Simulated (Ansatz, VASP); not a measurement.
**Two plane-wave programs on B**

The input INCAR:

```
PREC = Accurate ; ENCUT = 520
EDIFF = 1E-6 ; ISMEAR = -1
SIGMA = 0.1 ; LREAL = False
LASPH = True ; NELM = 60
ALGO = Normal ; ISIF = 2
LWAVE = False ; LCHARG = False
GGA = RP ; NBANDS = 14
```

KPOINTS

```
regular mesh
0
Gamma
  23 23 2
```

File POSCAR:

```
B
1.0
    1.6772420213      0.0000000000      0.0000000000
   -0.8386210106      1.4525341987      0.0000000000
    0.0000000000      0.0000000000     20.7331360316
B
4
Direct
    1.0000000000      1.0000000000      0.0000000000
    1.0000000000      0.0000000000      0.5000000000
    0.3333333333      0.6666666667      0.2500000000
    0.6666666667      0.3333333333      0.7500000000
```

Input for Ansatz:

```yaml
crystal:
  lattice:
    - [1.6772420213, 0.0, 0.0]
    - [-0.8386210106, 1.4525341987, 0.0]
    - [0.0, 0.0, 20.7331360316]
  atoms:
    - { symbol: B, position: [1.0, 1.0, 0.0] }
    - { symbol: B, position: [1.0, 0.0, 0.5] }
    - { symbol: B, position: [0.3333333333, 0.6666666667, 0.25] }
    - { symbol: B, position: [0.6666666667, 0.3333333333, 0.75] }
hamiltonian:
  xc: rpbe
  pseudopotentials:
    kind: paw
    azcp:
      B: "pseudopotentials/B.paw.azcp"
basis:
  ecutwfc: 420
  fft_grid_basis: typed
kpoints:
  mp_grid: { grid: [23, 23, 2], shift: [0, 0, 0] }
magnetization:
  spin_polarized: false
scf:
  occupations: { method: fermi_dirac, width: 0.1 }
  lower_state_search: "off"
output:
  stress: true
  write_density: true
  write_potential: true
  elf: true
  volumetric_format: npy
```

Alike in both runs: task single point; functional RPBE; k mesh 23 × 23 × 2; occupations fermi-dirac, width 0.1 eV; no spin polarisation.

|  | VASP | Ansatz |
| --- | --- | --- |
| version | VASP 6.6.1 | Ansatz 0.2.0 |
| potentials or method | VASP PAW PBE potentials, release 64 (B), cutoff 520 eV | plane waves (420 eV) with PAW, scalar-relativistic |
| valence electrons in the cell | 12 | 12 |

Ansatz gave:

```
pressure (GPa)                                                : 10.5
traceless stress, the component that is largest in VASP (GPa) : -10.45
```

Which values does VASP return?

Pressure (GPa): 10.4; traceless stress, the component that is largest in VASP (GPa): -10.45.

VASP's potentials were made for PBE, not for RPBE.
